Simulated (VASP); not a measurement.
Here is a VASP 6.6.1 calculation.

Contents of POSCAR:

```
Al2O3
1.0
    2.3793212207      1.3737017472      4.3317945566
   -2.3793212207      1.3737017472      4.3317945566
    0.0000000000     -2.7474034945      4.3317945566
Al O
4 6
Direct
    0.3519098052      0.3519098052      0.3519098052
    0.1480901948      0.1480901948      0.1480901948
    0.6480901948      0.6480901948      0.6480901948
    0.8519098052      0.8519098052      0.8519098052
    0.5563680095      0.9436319905      0.2500000000
    0.2500000000      0.5563680095      0.9436319905
    0.9436319905      0.2500000000      0.5563680095
    0.4436319905      0.0563680095      0.7500000000
    0.7500000000      0.4436319905      0.0563680095
    0.0563680095      0.7500000000      0.4436319905
```

INCAR.step1

```
  PREC = Accurate
  ENCUT = 520
  ISMEAR = -1
  SIGMA = 0.02
  LREAL = False
  LASPH = True
  NELM = 100
  NBANDS = 35
  GGA = PE
  ALGO = Normal
  EDIFF = 1E-4
  LWAVE = True
  LCHARG = False
```

File INCAR.step2:

```
  PREC = Accurate
  ENCUT = 520
  EDIFF = 1E-7
  ISMEAR = -1
  SIGMA = 0.02
  LREAL = False
  LASPH = True
  NELM = 100
  ALGO = Normal
  ISIF = 2
  LWAVE = False
  LCHARG = True
  METAGGA = R2SCAN
  LMIXTAU = True
  LELF = True
  LVHAR = True
  NBANDS = 35
  ISTART = 1
```

KPOINTS

```
regular mesh
0
Gamma
  6 6 6
```

Potentials or basis: VASP PAW PBE potentials, release 64 (Al, O).

Launch:

```bash
$ cat potpaw_PBE.64/Al/POTCAR potpaw_PBE.64/O/POTCAR > POTCAR
$ cp INCAR.step1 INCAR
$ mpirun -np 1 vasp_std > vasp.out
$ cp INCAR.step2 INCAR
$ mpirun -np 1 vasp_std > vasp.out
```

**Question.** Predict the pressure.

**Answer.** -0.5 GPa.

**Question.** Predict the band gap on the k mesh.

**Answer.** 7.16 eV.

**Question.** Predict the largest force.

**Answer.** 0.019 eV/Å.

Stress tensor (GPa, compression positive):
```
-0.44  0.00  0.00
 0.00 -0.44  0.00
 0.00  0.00 -0.56
```

Caveat: the PAW data sets were made with another functional, which shifts forces and pressure a little.

**What was measured.**

From “Multi-petahertz electron interference in Cr:Al2O3 solid-state material”, 2018, pmc:5906618, for a bulk crystal of Al2O3: band gap 8.7 eV (optical).

A measured gap of Al2O3 is 8.7 eV (optical; quoted in “Multi-petahertz electron interference in Cr:Al2O3 solid-state material”, 2018, pmc:5906618); the calculated 7.16 eV misses it by -1.54 eV. The value is that of r2SCAN on a finite k mesh, which can miss the band edges, without temperature or zero-point motion.
